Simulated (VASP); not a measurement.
Input of a VASP 6.6.1 run:

INCAR

```
PREC = Accurate
ENCUT = 520
EDIFF = 1E-6
ISMEAR = 0
SIGMA = 0.1
LREAL = False
LASPH = True
NELM = 100
ALGO = Normal
ISIF = 2
LWAVE = False
LCHARG = True
GGA = PE
LELF = True
LVHAR = True
NBANDS = 35
```

The input KPOINTS:

```
Automatic mesh
0
Gamma
  8 8 10
```

POSCAR

```
PbO2
1.0
    5.1528237371      0.0000000000      0.0000000000
    0.0000000000      5.1528237371      0.0000000000
    0.0000000000      0.0000000000      3.3398813305
Pb O
2 4
Direct
    0.0000000000      0.0000000000      0.0000000000
    0.5000000000      0.5000000000      0.5000000000
    0.3076812961      0.3076812961      0.0000000000
    0.1923187039      0.8076812961      0.5000000000
    0.6923187039      0.6923187039      0.0000000000
    0.8076812961      0.1923187039      0.5000000000
```

Potentials or basis: VASP PAW PBE potentials, release 64 (Pb_d, O).

Command:

```bash
$ cat potpaw_PBE.64/Pb_d/POTCAR potpaw_PBE.64/O/POTCAR > POTCAR
$ mpirun -np 1 vasp_std > vasp.out
```

Task: Predict the largest force.

Result: 0.019 eV/Å.

Task: Predict the pressure.

Result: 1.9 GPa.

Stress tensor (GPa, compression positive):
```
0.16 0.00 0.00
0.00 0.16 0.00
0.00 0.00 5.31
```

Caveat: the cell differs from its parent crystal (uniaxial strain along c: -3.0 %, then relaxed in part).
